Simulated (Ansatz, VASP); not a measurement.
## One calculation of BaZrS3, two programs

```xyz
20
Lattice="7.0242 0.0000 0.0000 0.0000 9.8339 0.0000 0.0000 0.0000 6.8551" Properties=species:S:1:pos:R:3 pbc="T T T"
Ba    0.4003    2.4585    0.0893
Ba    3.1118    7.3755    3.5169
Ba    3.9124    2.4585    3.3382
Ba    6.6239    7.3755    6.7658
Zr    0.0000    0.0000    3.4276
Zr    3.5121    0.0000    0.0000
Zr    3.5121    4.9170    0.0000
Zr    0.0000    4.9170    3.4276
S     6.9891    2.4585    3.8845
S     3.5472    7.3755    0.4570
S     3.4770    2.4585    6.3982
S     0.0351    7.3755    2.9706
S     1.4477    9.4905    5.4480
S     2.0644    0.3434    2.0204
S     4.9598    5.2604    4.8348
S     5.5765    4.5736    1.4072
S     5.5765    0.3434    1.4072
S     4.9598    9.4905    4.8348
S     2.0644    4.5736    2.0204
S     1.4477    5.2604    5.4480
```

Alike in both runs: functional LDA; k mesh 4 × 4 × 4; occupations gaussian, width 0.02 eV; no spin polarisation.

Ansatz relaxed the structure, and its values are those at the end. VASP's run is a single point on that final structure, the one shown.

```csv
,VASP,Ansatz
version,VASP 6.6.1,Ansatz 0.2.0
potentials or method,"VASP PAW LDA potentials, release 64 (Ba_sv, Zr_sv, S), cutoff 500 eV","scalar-relativistic, plane waves, PAW"
valence electrons in the cell,160,160
```

|  | VASP | Ansatz | Ansatz less VASP |
| --- | --- | --- | --- |
| gap on the k mesh at the Fermi level (eV) | 0.84 | 0.85 | +0.006 |
| least direct gap on the mesh (eV) | 0.84 | 0.85 | +0.006 |
| pressure (GPa) | 0.6 | 0.0 | -0.55 |
| rms of the force components (eV/Å) | 0.019 | 0.002 | -0.0174 |

LDA's correlation is that of Perdew and Zunger in VASP and of Perdew and Wang (1992) in Ansatz.

Neither program's run includes spin-orbit coupling.
